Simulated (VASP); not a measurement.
# C (R-3m) in VASP: a series of runs, part 2 of 2

VASP 6.6.1. Earlier steps stand in the parts before.

**3. Single point, PBE+D3(BJ) (atoms displaced along a vibrational mode, the cell strained)**

INCAR

```
  PREC = Accurate
  ENCUT = 520
  EDIFF = 1E-7
  ISMEAR = 0
  SIGMA = 0.05
  LREAL = F
  LASPH = T
  NELM = 80
  ALGO = Normal
  ISIF = 2
  LWAVE = F
  LCHARG = F
  GGA = PE
  IVDW = 12
  NBANDS = 11
```

KPOINTS

```
regular mesh
0
Gamma
  15 15 15
```

POSCAR

```
C
1.0
    1.2016689031      0.6937838646      3.2769132065
   -1.2016689031      0.6937838646      3.2769132065
    0.0000000000     -1.3875677293      3.2769132064
C
2
Direct
    0.1628268272      0.1628268272      0.1628268272
    0.8371731728      0.8371731728      0.8371731728
```

Potentials or basis: VASP PAW PBE potentials, release 64 (C).

Run with:

```bash
cat potpaw_PBE.64/C/POTCAR > POTCAR
mpirun -np 1 vasp_std > vasp.out
```

OUTCAR:

```text
PREC = Accurate
   ENCUT = 520
   EDIFF = 1E-7
   ISMEAR = 0
   LREAL = F
   LASPH = T
   NELM = 80
   ISIF = 2
   GGA = PE
   IVDW = 12
 IVDW          = 12

 ion  position               nearest neighbor table
   1  0.163  0.163  0.163-   2 1.39   2 1.39   2 1.39
   2  0.837  0.837  0.837-   1 1.39   1 1.39   1 1.39

  LATTYP: Found a trigonal (rhomboedric) cell.
 ALAT       =     3.5585817914
 COS(alpha) =     0.7719417768

  Lattice vectors:

 A1 = (   1.2016689031,   0.6937838646,   3.2769132065)
 A2 = (  -1.2016689031,   0.6937838646,   3.2769132065)
 A3 = (   0.0000000000,  -1.3875677293,   3.2769132064)

Analysis of symmetry for initial positions (statically):
=====================================================================
 Subroutine PRICEL returns:
 Original cell was already a primitive cell.

 Routine SETGRP: Setting up the symmetry group for a
 trigonal (rhombohedral) supercell.

 Subroutine GETGRP returns: Found 12 space group operations
 (whereof 12 operations were pure point group operations)
 out of a pool of 12 trial point group operations.

The static configuration has the point symmetry D_3d.

[... 170 lines left out ...]
      2      -1.5786      2.00000
      3       2.4572      2.00000
      4       2.4572      2.00000
      5       9.3976      0.00000
      6      14.2362      0.00000
      7      14.2362      0.00000
      8      17.7416      0.00000
      9      19.7826      0.00000
     10      29.1056      0.00000
     11      32.4111      0.00000
[... 309 lines left out ...]
 k-point    24 :       0.2000    0.1333    0.0000
  band No.  band energies     occupation
      1     -14.1082      2.00000
      2      -1.0083      2.00000
      3       0.0083      2.00000
      4       0.9426      2.00000
      5      10.8859      0.00000
      6      14.5933      0.00000
      7      15.3039      0.00000
      8      16.8090      0.00000
      9      21.1880      0.00000
     10      27.0364      0.00000
     11      31.1889      0.00000

 [... further k-points ...]

------------------------ aborting loop because EDIFF is reached ----------------------------------------

 Edisp (eV)   -0.31714

 E8    (eV) :    -0.0901

  FORCE on cell =-STRESS in cart. coord.  units (eV):
  Direction    XX          YY          ZZ          XY          YZ          ZX
  --------------------------------------------------------------------------------------
  -------------------------------------------------------------------------------------
  Total       3.99476     3.99476    -0.02093     0.00000     0.00000    -0.00000
  in kB     390.45927   390.45927    -2.04609     0.00000     0.00000    -0.00000
  external pressure =      259.62 kB  Pullay stress =        0.00 kB

 VOLUME and BASIS-vectors are now :
 -----------------------------------------------------------------------------
  energy-cutoff  :      520.00
  volume of cell :       16.39
      direct lattice vectors                 reciprocal lattice vectors
     1.201668903  0.693783865  3.276913207     0.416087991  0.240228514  0.101721746
    -1.201668903  0.693783865  3.276913207    -0.416087991  0.240228514  0.101721746
     0.000000000 -1.387567729  3.276913206     0.000000000 -0.480457028  0.101721746

 POSITION                                       TOTAL-FORCE (eV/Angst)
 -----------------------------------------------------------------------------------
      0.00000     -0.00000      1.60071         0.000000     -0.000000      1.195523
      0.00000     -0.00000      8.23003         0.000000      0.000000     -1.195523
 -----------------------------------------------------------------------------------
    total drift:                                0.000000      0.000000     -0.000000

  FREE ENERGIE OF THE ION-ELECTRON SYSTEM (eV)
  ---------------------------------------------------
  free  energy   TOTEN  =       -18.5873603111 eV

  energy  without entropy=      -18.5873603111  energy(sigma->0) =      -18.58736031
```

OSZICAR:

```text
N       E                     dE             d eps       ncg     rms          rms(c)
DAV:   1     0.615400994744E+01    0.61540E+01   -0.45690E+03  7795   0.667E+02
DAV:   2    -0.191612825831E+02   -0.25315E+02   -0.23956E+02  9922   0.135E+02
DAV:   3    -0.197293601894E+02   -0.56808E+00   -0.56699E+00  9565   0.166E+01
DAV:   4    -0.197312285370E+02   -0.18683E-02   -0.18682E-02  8818   0.116E+00
DAV:   5    -0.197312356981E+02   -0.71610E-05   -0.71609E-05  9676   0.652E-02    0.692E+00
DAV:   6    -0.186152155421E+02    0.11160E+01   -0.94835E-01  8777   0.575E+00    0.404E+00
DAV:   7    -0.182659687892E+02    0.34925E+00   -0.10533E+00  9107   0.610E+00    0.119E+00
DAV:   8    -0.182703766348E+02   -0.44078E-02   -0.25851E-02  8529   0.102E+00    0.134E-01
DAV:   9    -0.182701451583E+02    0.23148E-03   -0.67534E-04  9198   0.167E-01    0.592E-02
DAV:  10    -0.182702212349E+02   -0.76077E-04   -0.13825E-04  8687   0.830E-02    0.304E-02
DAV:  11    -0.182702215342E+02   -0.29925E-06   -0.75558E-06  9311   0.160E-02    0.467E-03
DAV:  12    -0.182702217817E+02   -0.24758E-06   -0.46956E-07  8594   0.513E-03    0.898E-04
DAV:  13    -0.182702217807E+02    0.10245E-08   -0.29752E-08  9192   0.113E-03
   1 F= -.18587360E+02 E0= -.18587360E+02  d E =-.555311E-11
```

stdout:

```text
POSCAR found type information on POSCAR C
 POSCAR found :  1 types and       2 ions
 scaLAPACK will be used
 LDA part: xc-table for (Slater+PW92), standard interpolation
 POSCAR, INCAR and KPOINTS ok, starting setup
 FFT: planning ... GRIDC
 FFT: planning ... GRID_SOFT
 FFT: planning ... GRID
 WAVECAR not read
 entering main loop
```

It took 2.7 min on 1 thread of Intel Xeon 8259CL, shared host; peak memory 0.2 GiB.

What came out:

* Free energy: -18.5874 eV
* Pressure: 26.0 GPa
* Largest force: 1.196 eV/Å
* Dispersion energy per atom: -0.159 eV

Forces on the atoms (eV/Å):
```
C    0.000  0.000  1.196
C    0.000  0.000 -1.196
```

Stress tensor (GPa, compression positive):
```
39.05  0.00  0.00
 0.00 39.05  0.00
 0.00  0.00 -0.20
```

Caveat: the cell differs from its parent crystal (atoms displaced along a vibrational mode, the cell strained); the stress differs along the axes, from -0 to 39 GPa; forces of over 1 eV/Å act on the atoms, so gaps and moduli don't describe the material at rest.

**4. Single point, PBE+D3(BJ) (atoms displaced along a vibrational mode, the cell strained)**

INCAR

```
SYSTEM = C
PREC = Accurate
ENCUT = 520
EDIFF = 1E-6
ISMEAR = 0
SIGMA = 0.05
LREAL = .False.
LASPH = .True.
NELM = 60
ALGO = Normal
ISIF = 2
LWAVE = .False.
LCHARG = .False.
GGA = PE
IVDW = 12
NBANDS = 11
```

KPOINTS

```
regular mesh
0
Gamma
  15 15 15
  0 0 0
```

POSCAR

```
C
1.0
    1.2016689031      0.6937838646      3.2769132065
   -1.2016689031      0.6937838646      3.2769132065
    0.0000000000     -1.3875677293      3.2769132064
C
2
Direct
    0.1590580365      0.1590580365      0.1590580365
    0.8409419635      0.8409419635      0.8409419635
```

Run with:

```bash
cat potpaw_PBE.64/C/POTCAR > POTCAR
mpirun -np 1 vasp_std > vasp.out
```

Wall time 2.3 min (1 thread of Intel Xeon 8259CL, shared host); peak memory 0.2 GiB.

The run converged. Its results:

```
Free energy                : -18.4543 eV
Pressure                   : 24.5 GPa
Largest force              : 2.396 eV/Å
Dispersion energy per atom : -0.159 eV
```

Forces in eV/Å, atoms in the order of the input:
```
C    0.000  0.000  2.396
C    0.000  0.000 -2.396
```

Stress tensor (GPa, compression positive):
```
38.32  0.00  0.00
 0.00 38.32  0.00
 0.00  0.00 -3.23
```

Caveat: the cell differs from its parent crystal (atoms displaced along a vibrational mode, the cell strained); the stress differs along the axes, from -3 to 38 GPa; forces of over 1 eV/Å act on the atoms, so gaps and moduli don't describe the material at rest.

**5. Summary**

```tsv
cell	pressure (GPa)	largest force (eV/Å)
as given, atomic positions A	26.0	1.20
as given, atomic positions B	26.0	1.20
as given, atomic positions C	24.5	2.40
```

Alike in all rows: task single point; level PBE+D3(BJ); potentials or basis VASP PAW PBE potentials, release 64 (C); no spin polarisation; k mesh 15 × 15 × 15; cutoff (eV) 520; smearing gaussian 0.05 eV.

Caveats: forces of over 1 eV/Å act on the atoms, so gaps and moduli don't describe the material at rest; the stress differs along the axes, from 0 to 39 GPa (at least some runs); the stress differs along the axes, from -0 to 39 GPa (at least some runs); the stress differs along the axes, from -3 to 38 GPa (at least some runs).

Absolute energies hang on the potentials; compare differences alone.
